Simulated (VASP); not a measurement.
Hf2Si: single point with PBEsol+D3(BJ)

The system is Hf2Si.

```xyz
6
Lattice="-3.2754 3.2754 2.5828 3.2754 -3.2754 2.5828 3.2754 3.2754 -2.5828" Properties=species:S:1:pos:R:3 pbc="T T T"
Hf    1.0251    2.2503    2.5828
Hf    2.2503   -1.0251    2.5828
Hf    2.2503    1.0251    0.0000
Hf    1.0251    4.3004    0.0000
Si    0.0000    0.0000    3.8742
Si    0.0000    0.0000    1.2914
```

```
Program             : VASP 6.6.1
Task                : single point
Functional          : PBEsol
Dispersion          : D3(BJ)
Potentials or basis : VASP PAW PBE potentials, release 64 (Hf_pv, Si)
Cutoff              : 520 eV
k mesh              : 10 × 10 × 10
Occupations         : gaussian, width 0.1 eV
Spin                : no spin polarisation
```

The pressure is -7.0 GPa and the largest force is 0.032 eV/Å. The band gap on the k mesh is zero (bands 24 and 25 overlap by 0.79 eV). The dispersion energy per atom is -0.503 eV.

Forces on the atoms (eV/Å):
```
Hf   0.022 -0.022  0.000
Hf  -0.022 -0.022  0.000
Hf  -0.022  0.022  0.000
Hf   0.022  0.022  0.000
Si   0.000  0.000  0.000
Si   0.000  0.000  0.000
```

Stress tensor (GPa, compression positive):
```
-7.07  0.00  0.00
 0.00 -7.07  0.00
 0.00  0.00 -6.85
```

Levels at points of the mesh, in eV from the Fermi level:
| k point | band 21 | band 22 | band 23 | band 24 | band 25 | band 26 | band 27 | band 28 |
| --- | --- | --- | --- | --- | --- | --- | --- | --- |
| (0.00, 0.00, 0.00) | -1.27 | -1.27 | -0.99 | -0.91 | 2.01 | 2.06 | 2.08 | 2.53 |
| (0.50, 0.00, 0.00) | -0.73 | -0.73 | -0.52 | -0.52 | 0.19 | 0.19 | 1.97 | 1.97 |
| (0.50, 0.50, 0.00) | -1.44 | -1.08 | -0.65 | -0.44 | 1.30 | 1.34 | 1.66 | 2.13 |
| (0.50, 0.50, 0.50) | -0.89 | -0.45 | 0.01 | 0.32 | 0.36 | 0.36 | 1.33 | 1.42 |

Wall time 2.7 min on 1 thread of Intel(R) Xeon(R) 6975P-C (Granite Rapids), on a shared host, peak memory 0.45 GiB.

Caveat: three body term missing; the cell stands under tension; the PAW data sets were made with another functional, which shifts forces and pressure a little; spin-orbit coupling is left out, which moves the levels of the heavy elements.
